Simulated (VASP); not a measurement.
The system is YBe.

```
Y Be
1.0
     0.00000    2.59203    2.59203
     2.59203    0.00000    2.59203
     2.59203    2.59203    0.00000
Y Be
1 1
Direct
  0.00000 0.00000 0.00000
  0.50000 0.50000 0.50000
```

| Quantity | Value |
| --- | --- |
| Program | VASP 6.6.1 |
| Task | relaxation of cell and atoms |
| Functional | PBE |
| Potentials or basis | VASP PAW PBE potentials, release 64 (Y_sv, Be) |
| Cutoff | 600 eV |
| k mesh | 6 × 6 × 6 |
| Occupations | gaussian, width 0.1 eV |
| Spin | no spin polarisation |

At the start: pressure 25.6 GPa; volume 17.41 Å³/atom.

Task: Where does the relaxation end?

Result: Over 3 steps the energy falls by 358.6 meV/atom and the volume is 22.87 Å³/atom (+31.3 %); space group Fm-3m (No. 225, to 0.05 Å).

The path:
```tsv
step	energy change (eV)	largest force (eV/Å)	pressure (GPa)	volume (Å³)
1	0.0000	0.0000	25.64	34.83
2	-0.6375	0.0000	-4.76	50.85
3	-0.7171	0.0000	0.20	45.75
```

Final structure:
```
CELL_PARAMETERS angstrom
0.00000 2.83868 2.83868
2.83868 0.00000 2.83868
2.83868 2.83868 0.00000
ATOMIC_POSITIONS crystal
Y 0.00000 0.00000 0.00000
Be 0.50000 0.50000 0.50000
```

Caveat: the volume moved by over 15 % at a fixed basis, so the end points are rough.
